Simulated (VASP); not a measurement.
# Ti (P6/mmm) in VASP: notebook

The runs below take Ti through single point, with PBEsol.

All numbers are computed with VASP 6.6.1; they aren't measurements. Logs are shortened: lines on timing, memory, paths and dates and some standing lists are left out, and cuts for length are marked.

### Step 1. The cell of the first run

It takes space group P6/mmm (No. 191, hexagonal). The conventional cell has a = 4.290 Å, b = 4.290 Å, c = 2.729 Å, α = 90.00°, β = 90.00°, γ = 120.00°. Within 3.6 Å of Ti (site symmetry 6/mmm) lie 14 Ti at 2.73 to 2.83 Å. Ti (site symmetry -6m2) has 11 Ti at 2.48 to 2.83 Å within 3.3 Å.

This isn't the form of Ti at room conditions, which is hcp.

### Step 2. Single point, PBEsol (strain -0.050 along x and y, -0.025 along z)

INCAR reads:

```
SYSTEM = Ti
  PREC = Accurate
  ENCUT = 520
  EDIFF = 1E-6
  ISMEAR = 0
  SIGMA = 0.15
  LREAL = .FALSE.
  LASPH = .TRUE.
  NELM = 100
  ALGO = Fast
  ISIF = 2
  LWAVE = .FALSE.
  LCHARG = .FALSE.
  GGA = PS
  NBANDS = 25
```

KPOINTS reads:

```
Automatic mesh
0
G
  12 12 18
  0 0 0
```

POSCAR reads:

```
Ti
1.0
    4.2895255605      0.0000000000      0.0000000000
   -2.1447627802      3.7148381056      0.0000000000
    0.0000000000      0.0000000000      2.7288238130
Ti
3
Direct
    0.0000000000      0.0000000000      0.0000000000
    0.3333333333      0.6666666667      0.5000000000
    0.6666666667      0.3333333333      0.5000000000
```

Potentials or basis: VASP PAW PBE potentials, release 64 (Ti_sv).

Launch:

```
cat potpaw_PBE.64/Ti_sv/POTCAR > POTCAR
mpirun -np 1 vasp_std > vasp.out
```

OUTCAR:

```text
SYSTEM = Ti
   PREC = Accurate
   ENCUT = 520
   EDIFF = 1E-6
   ISMEAR = 0
   LREAL = .FALSE.
   LASPH = .TRUE.
   NELM = 100
   ISIF = 2
   GGA = PS

 ion  position               nearest neighbor table
   1  0.000  0.000  0.000-   2 2.83   3 2.83   2 2.83   3 2.83   2 2.83   2 2.83   3 2.83   3 2.83
                             3 2.83   3 2.83   2 2.83   2 2.83
   2  0.333  0.667  0.500-   3 2.48   3 2.48   3 2.48   1 2.83   1 2.83   1 2.83   1 2.83   1 2.83
                             1 2.83
   3  0.667  0.333  0.500-   2 2.48   2 2.48   2 2.48   1 2.83   1 2.83   1 2.83   1 2.83   1 2.83
                             1 2.83

  LATTYP: Found a hexagonal cell.
 ALAT       =     4.2895255605
 C/A-ratio  =     0.6361598211

  Lattice vectors:

 A1 = (   4.2895255605,   0.0000000000,   0.0000000000)
 A2 = (  -2.1447627802,   3.7148381056,   0.0000000000)
 A3 = (   0.0000000000,   0.0000000000,   2.7288238130)

Analysis of symmetry for initial positions (statically):
=====================================================================
 Subroutine PRICEL returns:
 Original cell was already a primitive cell.

 Routine SETGRP: Setting up the symmetry group for a
 hexagonal supercell.

 Subroutine GETGRP returns: Found 24 space group operations
 (whereof 24 operations were pure point group operations)
 out of a pool of 24 trial point group operations.

The static configuration has the point symmetry D_6h.

Analysis of symmetry for dynamics (positions and initial velocities):
=====================================================================
 Subroutine PRICEL returns:
 Original cell was already a primitive cell.

 Routine SETGRP: Setting up the symmetry group for a
 hexagonal supercell.

 Subroutine GETGRP returns: Found 24 space group operations
 (whereof 24 operations were pure point group operations)
 out of a pool of 24 trial point group operations.

The dynamic configuration has the point symmetry D_6h.

 Subroutine INISYM returns: Found 24 space group operations
 (whereof 24 operations are pure point group operations),
 and found     1 'primitive' translations

----------------------------------------------------------------------------------------

                                     Primitive cell

  volume of cell :      43.4835

  direct lattice vectors                    reciprocal lattice vectors
     4.289525560  0.000000000  0.000000000     0.233126015  0.134595367  0.000000000
    -2.144762780  3.714838106  0.000000000     0.000000000  0.269190735  0.000000000
     0.000000000  0.000000000  2.728823813     0.000000000  0.000000000  0.366458250

  length of vectors
[... 88 lines left out ...]
   IBRION =     -1    ionic relax: 0-MD 1-quasi-New 2-CG
   NFREE  =      0    steps in history (QN), initial steepest desc. (CG)
   ISIF   =      2    stress and relaxation
   ISYM   =      2    0-nonsym 1-usesym 2-fastsym
   POTIM  = 0.5000    time-step for ionic-motion
   TEBEG  =    0.0;   TEEND  =   0.0 temperature during run
   PSTRESS=    0.0 pullay stress
   NELECT =      36.0000    total number of electrons
   NUPDOWN=      -1.0000    fix difference up-down
   EMIN   =  10.00;   EMAX   =-10.00  energy-range for DOS
   EFERMI =   0.00;   METHOD = LEGACY
   ISMEAR =     0;   SIGMA  =   0.15  broadening in eV -4-tet -1-fermi 0-gaus
   EFERMI_NEDOS =   21; number of points for ismear=-14 and -15
   IALGO  =     68    algorithm
   IMIX   =      4    mixing-type and parameters
     AMIX     =   0.40;   BMIX     =  1.00
     AMIX_MAG =   1.60;   BMIX_MAG =  1.00
  volume/ion in A,a.u.               =      14.49        97.81
  Fermi-wavevector in a.u.,A,eV,Ry     =   1.537213  2.904912 32.150901  2.363025
  Thomas-Fermi vector in A             =   2.643753
   LORBIT       =      0    0 simple, 1 ext, 2 COOP (PROOUT), +10 PAW based schemes
   GGA     = PS    functional components
   LHFCALC =     F    Hartree Fock is set to
   AEXX    =    0.0000 exact exchange contribution
   IVDW    =     0    specifies the selected vdW correction
   LEPSILON=     F    determine dielectric tensor
   LRPA    =     F    only Hartree local field effects (RPA)
 non-spin polarized calculation
 RMM-DIIS sequential band-by-band and
 Gauss-broadening in eV      SIGMA  =   0.15
  energy-cutoff  :      520.00
  volume of cell :       43.48
 maximum number of plane-waves:      1203
 NGX is ok and might be reduce to    32
   NGX = 15   NGY = 15   NGZ = 11

 number of electron      36.0000011 magnetization

 Free energy of the ion-electron system (eV)
  ---------------------------------------------------
  ext. energy  EPLUGINS =         0.00000000
  ---------------------------------------------------
  free energy    TOTEN  =       -24.75574385 eV

  energy without entropy =      -24.72686181  energy(sigma->0) =      -24.74130283

 E-fermi :  10.1548     XC(G=0): -12.5273

 val. band max:       10.1543038812   @ k =   0.2500   0.2500   0.2778
 cond. band min:      10.1572972526   @ k =   0.3333   0.3333   0.0000
 fundamental gap:      0.0029933714
 Fermi energy:        10.1547952390

 k-point     1 :       0.0000    0.0000    0.0000
  band No.  band energies     occupation
      1     -46.2419      2.00000
      2     -45.9529      2.00000
      3     -45.6634      2.00000
      4     -22.7541      2.00000
      5     -22.7541      2.00000
      6     -22.7132      2.00000
[... 661 lines left out ...]
     24      12.6899      0.00000
     25      13.2011      0.00000

 [... further k-points ...]

------------------------ aborting loop because EDIFF is reached ----------------------------------------

  FORCE on cell =-STRESS in cart. coord.  units (eV):
  Direction    XX          YY          ZZ          XY          YZ          ZX
  --------------------------------------------------------------------------------------
  -------------------------------------------------------------------------------------
  Total        5.2780302      5.2780302      4.0174372      0.0000000      0.0000000      0.0000000
  in kB      194.4723250    194.4723250    148.0249886      0.0000000      0.0000000      0.0000000
  external PRESSURE =     178.9898796 kB  Pullay stress =       0.0000000 kB

 VOLUME and BASIS-vectors are now :
 -----------------------------------------------------------------------------
  energy-cutoff  :      520.00
  volume of cell :       43.48
      direct lattice vectors                 reciprocal lattice vectors
     4.289525560  0.000000000  0.000000000     0.233126015  0.134595367  0.000000000
    -2.144762780  3.714838106  0.000000000     0.000000000  0.269190735  0.000000000
     0.000000000  0.000000000  2.728823813     0.000000000  0.000000000  0.366458250

 POSITION                                       TOTAL-FORCE (eV/Angst)
 -----------------------------------------------------------------------------------
      0.00000      0.00000      0.00000         0.000000      0.000000      0.000000
     -0.00000      2.47656      1.36441         0.000000      0.000000      0.000000
      2.14476      1.23828      1.36441        -0.000000      0.000000      0.000000
 -----------------------------------------------------------------------------------
    total drift:                               -0.000000      0.000000      0.000000

  FREE ENERGIE OF THE ION-ELECTRON SYSTEM (eV)
  ---------------------------------------------------
  free  energy   TOTEN  =       -24.7557438540 eV

  energy  without entropy=      -24.7268618095  energy(sigma->0) =      -24.74130283
```

Wall time 3.4 min (1 thread of Intel Xeon 6975P-C (Granite Rapids), shared host); peak memory 0.27 GiB.

What came out:

```yaml
Free_energy: -24.7557 eV
Pressure: 17.9 GPa
Band_gap_on_the_k_mesh: zero (bands 18 and 19 overlap by 0.61 eV)
```

Levels at points of the mesh, in eV from the Fermi level:
| k point | band 14 | band 15 | band 16 | band 17 | band 18 | band 19 | band 20 | band 21 | band 22 | band 23 |
| --- | --- | --- | --- | --- | --- | --- | --- | --- | --- | --- |
| (0.00, 0.00, 0.00) | -2.52 | -0.69 | -0.69 | -0.59 | -0.59 | 0.14 | 0.93 | 1.51 | 1.51 | 1.93 |
| (0.50, 0.00, 0.00) | -3.54 | -3.09 | -0.62 | -0.53 | -0.43 | 0.03 | 0.77 | 0.87 | 1.90 | 2.06 |
| (0.00, 0.00, 0.50) | -2.72 | -2.30 | -2.06 | -2.06 | -1.80 | 1.30 | 1.30 | 1.49 | 1.49 | 3.62 |
| (0.50, 0.00, 0.50) | -2.40 | -2.13 | -1.55 | -0.93 | -0.72 | 0.31 | 0.87 | 1.30 | 1.41 | 2.68 |

Caveat: the cell differs from its parent crystal (strain -0.050 along x and y, -0.025 along z); the cell stands under pressure; the PAW data sets were made with another functional, which shifts forces and pressure a little.

### Step 3. Single point, PBEsol (strain -0.050 along x and y, +0.000 along z)

INCAR reads:

```
SYSTEM = Ti
  PREC = Accurate
  ENCUT = 520
  EDIFF = 1E-6
  ISMEAR = 0
  SIGMA = 0.15
  LREAL = .False.
  LASPH = .True.
  NELM = 100
  ALGO = Fast
  ISIF = 2
  LWAVE = .False.
  LCHARG = .False.
  GGA = PS
  NBANDS = 25
```

KPOINTS reads:

```
Automatic mesh
0
Gamma
  12 12 18
  0 0 0
```

POSCAR: that of step 2 with these lines changed.

```diff
@@ -4,3 +4,3 @@
    -2.1447627802      3.7148381056      0.0000000000
-    0.0000000000      0.0000000000      2.7288238130
+    0.0000000000      0.0000000000      2.7987936544
 Ti
```

Potentials or basis: VASP PAW PBE potentials, release 64 (Ti_sv).

Launch:

```
cat potpaw_PBE.64/Ti_sv/POTCAR > POTCAR
mpirun -np 1 vasp_std > vasp.out
```

Wall time 3.8 min (1 thread of Intel Xeon 6975P-C (Granite Rapids), shared host); peak memory 0.28 GiB.

The run converged. Its results:

* Free energy: -24.8342 eV
* Pressure: 13.7 GPa
* Band gap on the k mesh: zero (bands 18 and 19 overlap by 0.69 eV)

Stress tensor (GPa, compression positive):
```
17.07  0.00  0.00
 0.00 17.07  0.00
 0.00  0.00  6.95
```

Levels at points of the mesh, in eV from the Fermi level:
```
           k point  band 14  band 15  band 16  band 17  band 18  band 19  band 20  band 21  band 22  band 23
(0.00, 0.00, 0.00)    -2.50    -0.67    -0.67    -0.57    -0.57     0.27     1.06     1.49     1.49     1.70
(0.50, 0.00, 0.00)    -3.52    -3.03    -0.61    -0.44    -0.38     0.10     0.62     0.87     1.82     1.91
(0.00, 0.00, 0.50)    -2.62    -2.45    -2.00    -2.00    -1.97     1.37     1.37     1.40     1.40     3.52
(0.50, 0.00, 0.50)    -2.37    -2.03    -1.51    -1.04    -0.75     0.33     0.79     1.23     1.25     2.60
```

Caveat: the cell differs from its parent crystal (strain -0.050 along x and y, +0.000 along z); the cell stands under pressure; the PAW data sets were made with another functional, which shifts forces and pressure a little.

(Part 1 of 2 ends here.)
